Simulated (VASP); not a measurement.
# Al3BP2: single point with PBE

The system is Al3BP2.

```
Al B P
1.0
     4.56664    0.00000    0.00000
     0.00000    4.56664    0.00000
     0.00000    0.00000    7.81502
Al B P
3 1 2
Direct
  0.00000 0.00000 0.17426
  0.00000 0.00000 0.82574
  0.00000 0.00000 0.50000
  0.50000 0.50000 0.50000
  0.00000 0.50000 0.50000
  0.50000 0.00000 0.50000
```

- Program: VASP 6.6.1
- Task: single point
- Functional: PBE
- Potentials or basis: VASP PAW PBE potentials, release 64 (Al, B, P)
- Cutoff: 520 eV
- k mesh: 8 × 8 × 6
- Occupations: gaussian, width 0.1 eV
- Spin: no spin polarisation

* Pressure: 0.0 GPa
* Band gap on the k mesh: zero (band 11 reaches 2.93 eV, above the bottom of band 12 at 1.89 eV)

Levels at points of the mesh, in eV from the Fermi level:
| k point | band 8 | band 9 | band 10 | band 11 | band 12 | band 13 | band 14 | band 15 |
| --- | --- | --- | --- | --- | --- | --- | --- | --- |
| (0.00, 0.00, 0.00) | -1.45 | -1.45 | -0.65 | -0.22 | -0.05 | 1.84 | 1.84 | 1.94 |
| (0.50, 0.00, 0.00) | -4.04 | -2.99 | -0.71 | 0.22 | 0.41 | 2.09 | 2.18 | 2.39 |
| (0.50, 0.50, 0.00) | -2.20 | -0.19 | -0.19 | -0.14 | 0.20 | 1.30 | 1.52 | 2.15 |
| (0.00, 0.00, 0.50) | -2.41 | -1.44 | -1.44 | -0.25 | 0.56 | 1.16 | 1.16 | 1.55 |
| (0.50, 0.00, 0.50) | -3.15 | -2.69 | -1.84 | 0.29 | 1.19 | 1.28 | 1.49 | 1.56 |
| (0.50, 0.50, 0.50) | -1.60 | -1.54 | -0.20 | 0.20 | 0.93 | 0.93 | 1.52 | 1.53 |

Wall time 3.1 min on 1 thread of AMD EPYC 7R43 64-Core Processor (Zen 3), on a shared host, peak memory 0.34 GiB.
